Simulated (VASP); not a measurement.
Here is a VASP 6.6.1 calculation.

Contents of INCAR:

```
SYSTEM = SiMo6
PREC = Accurate
ENCUT = 520
EDIFF = 1E-6
ISMEAR = -1
SIGMA = 0.05
LREAL = .False.
LASPH = .True.
NELM = 100
ALGO = Normal
ISIF = 2
LWAVE = .False.
LCHARG = .False.
GGA = PE
NBANDS = 53
```

File KPOINTS:

```
regular mesh
0
Gamma
  3 3 3
  0 0 0
```

POSCAR

```
SiMo6
1.0
    4.8612537700      0.0000000000      0.0000000000
    0.0000000000      4.8612537700      0.0000000000
    0.0000000000      0.0000000000      4.8612537700
Mo Si
6 1
Direct
    0.3798022254      0.1042640487      0.3605446420
    0.6121939197      0.6076963145      0.2325733347
    0.8851049963      0.0767690842      0.5736622962
    0.3685567725      0.1135069318     -0.1196831162
   -0.3315383389      0.5520968719      0.7432014807
    0.1001661347      0.5884965351      0.2600065867
    0.8706618087      0.0889252075      0.0767258855
```

Potentials or basis: VASP PAW PBE potentials, release 64 (Mo_sv, Si).

The run is started by

```sh
$ cat potpaw_PBE.64/Mo_sv/POTCAR potpaw_PBE.64/Si/POTCAR > POTCAR
$ mpirun -np 1 vasp_std > vasp.out
```

Task: What does it give for the pressure?

Result: 9.0 GPa.

Task: Estimate the band gap on the k mesh.

Result: Zero (bands 44 and 45 overlap by 0.34 eV).

Task: Predict the largest force.

Result: 1.138 eV/Å.

Stress tensor (GPa, compression positive):
```
13.91  0.82 -4.09
 0.82 -8.82  0.10
-4.09  0.10 21.88
```

Caveat: the k points lie up to 0.43 Å⁻¹ apart; forces of over 1 eV/Å act on the atoms, so gaps and moduli don't describe the material at rest.
